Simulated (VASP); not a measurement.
Here is a VASP 6.6.1 calculation.

The input INCAR:

```
AGGAC = 1.0 ; AGGAX = 1.0
ALDAC = 0.0 ; ALDAX = 1.0
ALGO = Normal ; EDIFF = 1E-7
ENCUT = 520 ; GGA = B5
ISIF = 2 ; ISMEAR = -1
LASPH = True ; LCHARG = False
LREAL = False ; LWAVE = False
NBANDS = 32 ; NELM = 100
PREC = Accurate ; SIGMA = 0.1
```

File KPOINTS:

```
k-points
0
Gamma
  13 13 7
```

File POSCAR:

```
Lu
1.0
   -2.3501034833      1.9248199148      1.7185668722
    1.9248199148     -2.3501034833      1.7185668722
    4.2113806599      4.2113806599     -2.4974745068
Lu
2
Direct
    0.9583898942      0.0416101058      1.0000000000
    0.7916101058      0.2083898942      0.5000000000
```

Potentials or basis: VASP PAW PBE potentials, release 64 (Lu).

Launch:

```sh
$ cat potpaw_PBE.64/Lu/POTCAR > POTCAR
$ mpirun -np 1 vasp_std > vasp.out
```

(1) Estimate the pressure.

(2) What does it give for the band gap on the k mesh?

## Answers

(1) 2.1 GPa.

(2) zero (bands 25 and 26 overlap by 1.65 eV).

Caveat: the PAW data sets were made with another functional, which shifts forces and pressure a little; spin-orbit coupling is left out, which moves the levels of the heavy elements.
